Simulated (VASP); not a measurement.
Write the native input for VASP 6.6.1 that does the following.

```
Task                   : single point
Functional             : PBE
Potentials or basis    : VASP PAW PBE potentials, release 64 (Ag)
Cutoff                 : 520 eV
k mesh                 : 21 × 21 × 21
Occupations            : fermi-dirac, width 0.1 eV
Spin                   : no spin polarisation
Dipole correction      : no
Further INCAR settings : ALGO = Normal; EDIFF = 1e-06; NBANDS = 12
```

The structure of Ag lies in POSCAR:

```
Ag
1.0
    0.0000000000      2.1273176197      2.1273176197
    2.1273176197      0.0000000000      2.1273176197
    2.1273176197      2.1273176197      0.0000000000
Ag
1
Direct
    0.0000000000      0.0000000000      0.0000000000
```

This cell differs from its parent crystal: volume scaled by 1.08.

These files were run (other wordings do the same):

INCAR

```
  PREC = Accurate
  ENCUT = 520
  EDIFF = 1E-6
  ISMEAR = -1
  SIGMA = 0.1
  LREAL = F
  LASPH = T
  NELM = 80
  ALGO = Normal
  ISIF = 2
  LWAVE = F
  LCHARG = F
  GGA = PE
  NBANDS = 12
```

KPOINTS

```
Automatic mesh
0
Gamma
  21 21 21
```

Potentials or basis: VASP PAW PBE potentials, release 64 (Ag).

Command:

```bash
$ cat potpaw_PBE.64/Ag/POTCAR > POTCAR
$ mpirun -np 1 vasp_std > vasp.out
```

Results of the run:

```
Pressure : -5.6 GPa
```

It took 42 s on 1 thread of AMD EPYC 7R13 Processor (Zen 3), with other jobs on the host, peak memory 0.16 GiB.
